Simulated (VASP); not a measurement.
MgS: single point with PBE

Crystal: MgS.

```
CELL_PARAMETERS angstrom
0.00000 2.88749 2.88749
2.88749 0.00000 2.88749
2.88749 2.88749 0.00000
ATOMIC_POSITIONS crystal
Mg 0.00000 0.00000 0.00000
S 0.25000 0.25000 0.25000
```

This cell differs from its parent crystal: strain +2.0%.

```
Program                : VASP 6.6.1
Task                   : single point
Functional             : PBE
Potentials or basis    : VASP PAW PBE potentials, release 64 (Mg, S)
Cutoff                 : 520 eV
k mesh                 : 8 × 8 × 8
Occupations            : fermi-dirac, width 0.02 eV
Spin                   : no spin polarisation
Dipole correction      : no
Further INCAR settings : ALGO = Normal; EDIFF = 1e-06; NBANDS = 11
```

| Quantity | Value |
| --- | --- |
| Pressure | -2.2 GPa |
| Band gap on the k mesh | 3.17 eV, direct |

Levels at points of the mesh, in eV from the valence-band top:
```
           k point  band 1  band 2  band 3  band 4  band 5  band 6  band 7  band 8  band 9
(0.00, 0.00, 0.00)  -11.08    0.00    0.00    0.00    3.17    7.79    7.79    7.79   10.70
(0.50, 0.00, 0.00)  -10.48   -2.93   -0.31   -0.31    4.90    7.55    7.55    8.32   12.44
(0.50, 0.50, 0.00)  -10.29   -2.65   -0.96   -0.96    3.93    5.56   10.61   11.81   11.81
```

Run time: 7 s on 1 thread of Intel(R) Xeon(R) 6975P-C (Granite Rapids), with other jobs on the host, peak memory 0.17 GiB.

Caveat: the cell differs from its parent crystal (strain +2.0%).
